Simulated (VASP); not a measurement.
A run of VASP 6.6.1 is set up as follows.

File INCAR:

```
SYSTEM = Cs5Yb
ALGO = Normal ; EDIFF = 1E-7
ENCUT = 520 ; GGA = PE
ISIF = 2 ; ISMEAR = 0
LASPH = .True. ; LCHARG = .True.
LELF = .True. ; LREAL = .False.
LVHAR = .True. ; LWAVE = .False.
NBANDS = 44 ; NELM = 100
PREC = Accurate ; SIGMA = 0.1
```

KPOINTS

```
k-points
0
Gamma
  4 4 4
  0 0 0
```

The input POSCAR:

```
Cs5Yb
1.0
    0.0000000000      5.1653915800      5.1653915800
    5.1653915800      0.0000000000      5.1653915800
    5.1653915800      5.1653915800      0.0000000000
Cs Yb
5 1
Direct
    0.1250000000      0.6250000000      0.6250000000
    0.6250000000      0.6250000000      0.6250000000
    0.6250000000      0.1250000000      0.6250000000
    0.6250000000      0.6250000000      0.1250000000
    0.2500000000      0.2500000000      0.2500000000
    0.0000000000      0.0000000000      0.0000000000
```

Potentials or basis: VASP PAW PBE potentials, release 64 (Cs_sv, Yb).

Command:

```bash
$ cat potpaw_PBE.64/Cs_sv/POTCAR potpaw_PBE.64/Yb/POTCAR > POTCAR
$ mpirun -np 1 vasp_std > vasp.out
```

**Question.** What does it give for the pressure?

**Answer.** 5.2 GPa.

Caveat: spin-orbit coupling is left out, which moves the levels of the heavy elements; without U or exact exchange the open f shell lies at the Fermi level, which spoils levels, moments and volumes. Spin polarisation is off, so any magnetic state and its effect on volume and gap are missing.
